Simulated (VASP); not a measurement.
# CaO (I-4m2) in VASP: further runs

Runs on CaO. Level: PBE. Tasks: single point.

All numbers are computed with VASP 6.6.1; they aren't measurements. Logs are shortened: lines on timing, memory, paths and dates and some standing lists are left out, and cuts for length are marked.

## 1. The cell of the first run

The structure is tetragonal, space group I-4m2 (No. 119). Conventional cell: a = 3.686 Å, b = 3.686 Å, c = 5.045 Å, α = 90.00°, β = 90.00°, γ = 90.00°. Ca (site symmetry -4m2) has 4 O at 2.23 Å within 3.0 Å. Within 3.0 Å of O (site symmetry -4m2) lie 4 Ca at 2.23 Å.

## 2. Single point, PBE (uniaxial z strain -3.2%)

INCAR

```
PREC = Accurate
ENCUT = 520
EDIFF = 1E-6
ISMEAR = -1
SIGMA = 0.02
LREAL = F
LASPH = T
NELM = 100
ALGO = Normal
ISIF = 2
LWAVE = F
LCHARG = F
GGA = PE
NBANDS = 15
```

KPOINTS

```
Automatic mesh
0
Gamma
  8 8 8
```

POSCAR

```
CaO
1.0
    0.0000000000      2.6067317416      2.5222736332
    2.6067317416      0.0000000000      2.5222736332
    2.6067317416      2.6067317416      0.0000000000
Ca O
1 1
Direct
    0.0000000000      0.0000000000      0.0000000000
    0.2500000000      0.2500000000      0.2500000000
```

Potentials or basis: VASP PAW PBE potentials, release 64 (Ca_sv, O).

Run with:

```
$ cat potpaw_PBE.64/Ca_sv/POTCAR potpaw_PBE.64/O/POTCAR > POTCAR
$ mpirun -np 1 vasp_std > vasp.out
```

OUTCAR:

```text
PREC = Accurate
   ENCUT = 520
   EDIFF = 1E-6
   ISMEAR = -1
   LREAL = F
   LASPH = T
   NELM = 100
   ISIF = 2
   GGA = PE

 ion  position               nearest neighbor table
   1  0.000  0.000  0.000-   2 2.23   2 2.23   2 2.23   2 2.23
   2  0.250  0.250  0.250-   1 2.23   1 2.23   1 2.23   1 2.23

  LATTYP: Found a body centered tetragonal cell.
 ALAT       =     3.6864753824
 C/A-ratio  =     1.3683930430

  Lattice vectors:

 A1 = (   0.0000000000,  -2.6067317416,  -2.5222736332)
 A2 = (   0.0000000000,   2.6067317416,  -2.5222736332)
 A3 = (   2.6067317416,   0.0000000000,   2.5222736332)

Analysis of symmetry for initial positions (statically):
=====================================================================
 Subroutine PRICEL returns:
 Original cell was already a primitive cell.

 Routine SETGRP: Setting up the symmetry group for a
 body centered tetragonal supercell.

 Subroutine GETGRP returns: Found  8 space group operations
 (whereof  8 operations were pure point group operations)
 out of a pool of 16 trial point group operations.

The static configuration has the point symmetry D_2d.

Analysis of symmetry for dynamics (positions and initial velocities):
=====================================================================
 Subroutine PRICEL returns:
 Original cell was already a primitive cell.

 Routine SETGRP: Setting up the symmetry group for a
 body centered tetragonal supercell.

 Subroutine GETGRP returns: Found  8 space group operations
 (whereof  8 operations were pure point group operations)
 out of a pool of 16 trial point group operations.

The dynamic configuration has the point symmetry D_2d.

 Subroutine INISYM returns: Found  8 space group operations
 (whereof  8 operations are pure point group operations),
 and found     1 'primitive' translations

----------------------------------------------------------------------------------------

                                     Primitive cell

  volume of cell :      34.2780

  direct lattice vectors                    reciprocal lattice vectors
     0.000000000  2.606731742  2.522273633    -0.191811068  0.191811068  0.198233845
     2.606731742  0.000000000  2.522273633     0.191811068 -0.191811068  0.198233845
     2.606731742  2.606731742  0.000000000     0.191811068  0.191811068 -0.198233845

  length of vectors
     3.627246153  3.627246153  3.686475382     0.335975638  0.335975638  0.335975638

  position of ions in fractional coordinates (direct lattice)
     0.000000000  0.000000000  0.000000000
     0.250000000  0.250000000  0.250000000

  ion indices of the primitive-cell ions
   primitive index   ion index
                 1           1
                 2           2

----------------------------------------------------------------------------------------

 KPOINTS: Automatic mesh

Automatic generation of k-mesh.
 Grid dimensions read from file:
 generate k-points for:    8    8    8

 Generating k-lattice:

  Cartesian coordinates                     Fractional coordinates (reciprocal lattice)
    -0.023976384  0.023976384  0.024779231     0.125000000  0.000000000  0.000000000
     0.023976384 -0.023976384  0.024779231     0.000000000  0.125000000  0.000000000
     0.023976384  0.023976384 -0.024779231     0.000000000  0.000000000  0.125000000

  Length of vectors
     0.041996955  0.041996955  0.041996955

  Shift w.r.t. Gamma in fractional coordinates (k-lattice)
     0.000000000  0.000000000  0.000000000

 Subroutine IBZKPT returns following result:
 ===========================================

 Found     59 irreducible k-points:

 Following reciprocal coordinates:
            Coordinates               Weight
  0.000000  0.000000  0.000000      1.000000
  0.125000  0.000000  0.000000      8.000000
  0.250000  0.000000  0.000000      8.000000
  0.375000 -0.000000  0.000000      8.000000
  0.500000  0.000000  0.000000      4.000000
  0.125000  0.125000  0.000000      2.000000
[... 16 lines left out ...]
  0.250000  0.000000  0.125000     16.000000
  0.375000  0.000000  0.125000     16.000000
 [... further k-points ...]
   k-points           NKPTS =     59   k-points in BZ     NKDIM =     59   number of bands    NBANDS=     15
   number of dos      NEDOS =    301   number of ions     NIONS =      2
   total plane-waves  NPLWV =  21952
   dimension x,y,z NGX =    28 NGY =   28 NGZ =   28
   dimension x,y,z NGXF=    56 NGYF=   56 NGZF=   56
   ions per type =               1   1
   NGX,Y,Z   is equivalent  to a cutoff of  12.83, 12.83, 12.63 a.u.
   NGXF,Y,Z  is equivalent  to a cutoff of  25.67, 25.67, 25.25 a.u.
 SYSTEM =  unknown system
   PREC   = accura    normal or accurate (medium, high low for compatibility)
   ISTART =      0    job   : 0-new  1-cont  2-samecut
   ICHARG =      2    charge: 1-file 2-atom 10-const
   ISPIN  =      1    spin polarized calculation?
   LNONCOLLINEAR =      F non collinear calculations
   LSORBIT =      F    spin-orbit coupling
   LASPH  =      T    aspherical Exc in radial PAW
   ENCUT  =  520.0 eV  38.22 Ry    6.18 a.u.   6.74  6.74  6.85*2*pi/ulx,y,z
   NELM   =    100;   NELMIN=  2; NELMDL= -5     # of ELM steps
   EDIFF  = 0.1E-05   stopping-criterion for ELM
   LREAL  =      F    real-space projection
   EDIFFG = 0.1E-04   stopping-criterion for IOM
   NSW    =      0    number of steps for IOM
   IBRION =     -1    ionic relax: 0-MD 1-quasi-New 2-CG
   NFREE  =      0    steps in history (QN), initial steepest desc. (CG)
   ISIF   =      2    stress and relaxation
   ISYM   =      2    0-nonsym 1-usesym 2-fastsym
   POTIM  = 0.5000    time-step for ionic-motion
   TEBEG  =    0.0;   TEEND  =   0.0 temperature during run
   PSTRESS=    0.0 pullay stress
   NELECT =      16.0000    total number of electrons
   NUPDOWN=      -1.0000    fix difference up-down
   EMIN   =  10.00;   EMAX   =-10.00  energy-range for DOS
   EFERMI =   0.00;   METHOD = LEGACY
   ISMEAR =    -1;   SIGMA  =   0.02  broadening in eV -4-tet -1-fermi 0-gaus
   EFERMI_NEDOS =   21; number of points for ismear=-14 and -15
   IALGO  =     38    algorithm
   IMIX   =      4    mixing-type and parameters
     AMIX     =   0.40;   BMIX     =  1.00
     AMIX_MAG =   1.60;   BMIX_MAG =  1.00
  volume/ion in A,a.u.               =      17.14       115.66
  Fermi-wavevector in a.u.,A,eV,Ry     =   1.269920  2.399802 21.942089  1.612698
  Thomas-Fermi vector in A             =   2.402936
   LORBIT       =      0    0 simple, 1 ext, 2 COOP (PROOUT), +10 PAW based schemes
   GGA     = PE    functional components
   LHFCALC =     F    Hartree Fock is set to
   AEXX    =    0.0000 exact exchange contribution
   IVDW    =     0    specifies the selected vdW correction
   LEPSILON=     F    determine dielectric tensor
   LRPA    =     F    only Hartree local field effects (RPA)
 non-spin polarized calculation
  energy-cutoff  :      520.00
  volume of cell :       34.28
 maximum number of plane-waves:       938
   NGX = 13   NGY = 13   NGZ = 13

 number of electron      15.9999997 magnetization

 Free energy of the ion-electron system (eV)
  ---------------------------------------------------
  ext. energy  EPLUGINS =         0.00000000
  ---------------------------------------------------
  free energy    TOTEN  =       -12.41373380 eV

  energy without entropy =      -12.41373380  energy(sigma->0) =      -12.41373380

 E-fermi :   1.1889     XC(G=0):  -9.1856

 val. band max:        0.6561267238   @ k =   0.5000   0.0000   0.5000
 cond. band min:       4.0740551949   @ k =   0.0000   0.0000   0.0000
 fundamental gap:      3.4179284711
 Fermi energy:         1.1888751870

 k-point     1 :       0.0000    0.0000    0.0000
  band No.  band energies     occupation
      1     -36.3804      2.00000
      2     -17.3184      2.00000
      3     -17.3100      2.00000
      4     -17.3100      2.00000
      5     -14.2119      2.00000
      6      -0.0560      2.00000
      7      -0.0560      2.00000
      8      -0.0323      2.00000
      9       4.0741      0.00000
     10       8.6079      0.00000
     11       8.8597      0.00000
     12      10.3570      0.00000
     13      10.3570      0.00000
     14      10.6346      0.00000
     15      17.4261      0.00000

 k-point     2 :       0.1250    0.0000    0.0000
  band No.  band energies     occupation
      1     -36.3727      2.00000
      2     -17.4558      2.00000
      3     -17.3233      2.00000
      4     -17.3201      2.00000
      5     -14.0732      2.00000
      6      -0.2196      2.00000
      7      -0.0128      2.00000
      8       0.0113      2.00000
      9       4.6290      0.00000
     10       8.4458      0.00000
     11       8.6637      0.00000
     12      10.1923      0.00000
     13      10.5305      0.00000
     14      10.7109      0.00000
     15      15.8200      0.00000

 k-point     3 :       0.2500    0.0000    0.0000
  band No.  band energies     occupation
      1     -36.3539      2.00000
      2     -17.7563      2.00000
      3     -17.3443      2.00000
      4     -17.3421      2.00000
      5     -13.7899      2.00000
      6      -0.4223      2.00000
      7       0.0827      2.00000
      8       0.1254      2.00000
      9       5.7663      0.00000
     10       8.3035      0.00000
     11       8.4533      0.00000
     12       9.7495      0.00000
     13      10.6581      0.00000
     14      10.7416      0.00000
     15      13.8098      0.00000
[... 343 lines left out ...]
 k-point    23 :       0.2500    0.0000    0.1250
  band No.  band energies     occupation
      1     -36.3555      2.00000
      2     -17.7076      2.00000
      3     -17.3660      2.00000
      4     -17.3545      2.00000
      5     -13.7940      2.00000
      6      -0.4846      2.00000
      7       0.1020      2.00000
      8       0.1756      2.00000
      9       5.6999      0.00000
     10       7.5703      0.00000
     11       8.9291      0.00000
     12      10.0431      0.00000
     13      10.5611      0.00000
     14      10.7873      0.00000
     15      14.8060      0.00000

 k-point    24 :       0.3750    0.0000    0.1250
  band No.  band energies     occupation
      1     -36.3366      2.00000
      2     -17.9578      2.00000
      3     -17.3985      2.00000
      4     -17.3790      2.00000
      5     -13.5543      2.00000
      6      -0.4702      2.00000
      7       0.1527      2.00000
      8       0.2733      2.00000
      9       6.4714      0.00000
     10       7.5768      0.00000
     11       8.9143      0.00000
     12       9.7748      0.00000
     13      10.4019      0.00000
     14      10.8203      0.00000
     15      13.3535      0.00000

 [... further k-points ...]

------------------------ aborting loop because EDIFF is reached ----------------------------------------

  FORCE on cell =-STRESS in cart. coord.  units (eV):
  Direction    XX          YY          ZZ          XY          YZ          ZX
  --------------------------------------------------------------------------------------
  -------------------------------------------------------------------------------------
  Total        0.9964252      0.9964252      1.0388024      0.0000000      0.0000000     -0.0000000
  in kB       46.5736646     46.5736646     48.5544086      0.0000000      0.0000000     -0.0000000
  external PRESSURE =      47.2339126 kB  Pullay stress =       0.0000000 kB

 VOLUME and BASIS-vectors are now :
 -----------------------------------------------------------------------------
  energy-cutoff  :      520.00
  volume of cell :       34.28
      direct lattice vectors                 reciprocal lattice vectors
     0.000000000  2.606731742  2.522273633    -0.191811068  0.191811068  0.198233845
     2.606731742  0.000000000  2.522273633     0.191811068 -0.191811068  0.198233845
     2.606731742  2.606731742  0.000000000     0.191811068  0.191811068 -0.198233845

 POSITION                                       TOTAL-FORCE (eV/Angst)
 -----------------------------------------------------------------------------------
      0.00000      0.00000      0.00000         0.000000      0.000000     -0.000000
      1.30337      1.30337      1.26114        -0.000000     -0.000000      0.000000
 -----------------------------------------------------------------------------------
    total drift:                               -0.000000     -0.000000      0.000000

  FREE ENERGIE OF THE ION-ELECTRON SYSTEM (eV)
  ---------------------------------------------------
  free  energy   TOTEN  =       -12.4137337968 eV

  energy  without entropy=      -12.4137337968  energy(sigma->0) =      -12.41373380
```

Wall time 15 s (1 thread of Intel Xeon 6975P-C (Granite Rapids), shared host); peak memory 0.17 GiB.

What came out:

* Free energy: -12.4137 eV
* Pressure: 4.7 GPa
* Band gap on the k mesh: 3.42 eV, indirect (least direct gap 4.11 eV)

Stress tensor (GPa, compression positive):
```
4.66 0.00 0.00
0.00 4.66 0.00
0.00 0.00 4.86
```

Caveat: the cell differs from its parent crystal (uniaxial z strain -3.2%).

(Continued in part 2 of 2.)
